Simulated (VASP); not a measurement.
Sc: single point with LDA

Crystal: Sc.

```
Sc
1.0
     3.24145    0.00000    0.00000
    -1.62073    2.80718    0.00000
     0.00000    0.00000    5.16565
Sc
2
Direct
  0.66667 0.33333 0.75000
  0.33333 0.66667 0.25000
```

```json
{
  "Program": "VASP 6.6.1",
  "Task": "single point",
  "Functional": "LDA",
  "Potentials or basis": "VASP PAW LDA potentials, release 64 (Sc_sv)",
  "Cutoff": "520 eV",
  "k mesh": "9 × 9 × 5",
  "Occupations": "gaussian, width 0.05 eV",
  "Spin": "no spin polarisation"
}
```

The pressure is -2.3 GPa. The band gap on the k mesh is zero (band 11 reaches 4.43 eV, above the bottom of band 12 at 3.19 eV).

Stress tensor (GPa, compression positive):
```
-1.62  0.00  0.00
 0.00 -1.62  0.00
 0.00  0.00 -3.73
```

Levels at points of the mesh, in eV from the Fermi level:
```csv
k point,band 7,band 8,band 9,band 10,band 11,band 12,band 13,band 14,band 15,band 16
"(0.00, 0.00, 0.00)",-27.42,-27.40,-5.16,-1.75,0.65,1.61,1.61,1.74,2.06,2.06
```

Wall time 23 s on 1 thread of Intel(R) Xeon(R) Platinum 8259CL CPU @ 2.50GHz (Skylake/Cascade Lake), with other jobs on the host, peak memory 0.15 GiB.
